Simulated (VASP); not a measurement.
CuO, 4 atoms in the cell. The typed cell holds 4 atoms: a = 2.949 Å, b = 2.949 Å, c = 5.151 Å, α = 90.01°, β = 90.01°, γ = 89.85°. 

| Quantity | Value |
| --- | --- |
| Program | VASP 6.6.1 |
| Task | single point |
| Functional | PBE |
| Potentials or basis | VASP PAW PBE potentials, release 64 (Cu, O) |
| Cutoff | 520 eV |
| k mesh | 16 × 16 × 8 |
| Occupations | gaussian, width 0.1 eV |
| Spin | no spin polarisation |
| Dipole correction | no |
| Further INCAR settings | ALGO = Normal; EDIFF = 1e-06; NBANDS = 25 |

Potentials or basis: VASP PAW PBE potentials, release 64 (Cu, O).

The run is started by

```sh
$ cat potpaw_PBE.64/Cu/POTCAR potpaw_PBE.64/O/POTCAR > POTCAR
$ mpirun -np 1 vasp_std > vasp.out
```

Hardware: 1 thread of Intel(R) Xeon(R) Platinum 8375C CPU @ 2.90GHz (Ice Lake), on a shared host.

Problem. Estimate the wall time of this run.

Solution. Run time: 14 min on 1 thread of Intel(R) Xeon(R) Platinum 8375C CPU @ 2.90GHz (Ice Lake), on a shared host, peak memory 0.57 GiB. Counts: scf iterations 15, k points 554.
